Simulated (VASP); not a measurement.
**ZrOs: electric field gradients with LDA**

ZrOs:

```
Zr Os
1.0
     3.19639    0.00000    0.00000
     0.00000    3.19639    0.00000
     0.00000    0.00000    3.19639
Zr Os
1 1
Direct
  0.50000 0.50000 0.50000
  0.00000 0.00000 0.00000
```

* Program: VASP 6.6.1
* Task: electric field gradients
* Functional: LDA
* Potentials or basis: VASP PAW LDA potentials, release 64 (Zr_sv, Os)
* Cutoff: 520 eV
* k mesh: 13 × 13 × 13
* Occupations: fermi-dirac, width 0.03 eV
* Spin: no spin polarisation
* Dipole correction: no
* Further INCAR settings: ALGO = Normal; EDIFF = 1e-08; NBANDS = 17

- Pressure: 7.4 GPa
- Band gap on the k mesh: zero (bands 10 and 11 overlap by 1.19 eV)
- Largest electric field gradient by atom: zero within the noise of the run

Levels at points of the mesh, in eV from the Fermi level:
```tsv
k point	band 8	band 9	band 10	band 11	band 12	band 13
(0.00, 0.00, 0.00)	-1.80	-1.80	-1.80	2.16	2.16	5.52
```

It took 12 s on 1 thread of Intel(R) Xeon(R) 6975P-C (Granite Rapids) (shared host), peak memory 0.16 GiB.

Caveat: the cell stands under pressure; spin-orbit coupling is left out, which moves the levels of the heavy elements.
